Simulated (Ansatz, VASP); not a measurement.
**Ba in VASP and in Ansatz**

```xyz
1
Lattice="-0.0355 3.2557 3.2239 3.2032 0.0044 3.1839 3.2314 3.2439 -0.0237" Properties=species:S:1:pos:R:3 pbc="T T T"
Ba    0.0000    0.0000    0.0000
```

Change from the starting cell: cell strained at random at fixed volume.

Alike in both runs: functional r2SCAN; dispersion D4; k mesh 7 × 7 × 7; occupations methfessel-paxton of order 1, width 0.1 eV; no spin polarisation.

|  | VASP | Ansatz |
| --- | --- | --- |
| version | VASP 6.6.1 | Ansatz 0.2.0 |
| potentials or method | VASP PAW PBE potentials, release 64 (Ba_sv) | Ansatz PAW |
| plane-wave cutoff (eV) | 520 | 500 |
| valence electrons in the cell | 10 | 10 |
| task | single point | electron localisation function |

|  | VASP | Ansatz | Ansatz less VASP |
| --- | --- | --- | --- |
| gap on the k mesh at the Fermi level (eV) | 0.05 | 0.06 | +0.007 |
| least direct gap on the mesh (eV) | 0.32 | 0.32 | +0.006 |
| pressure (GPa) | -0.1 | -0.1 | -0.03 |
| traceless stress, the component that is largest in VASP (GPa) | 0.20 | 0.20 | -0.001 |

VASP's potentials were made for PBE, not for r2SCAN.

Neither program's run includes spin-orbit coupling. Noted on Ansatz's run: odd divisions of the mesh miss points on the zone boundary, where band edges often lie, so the gap on the mesh can be too wide.
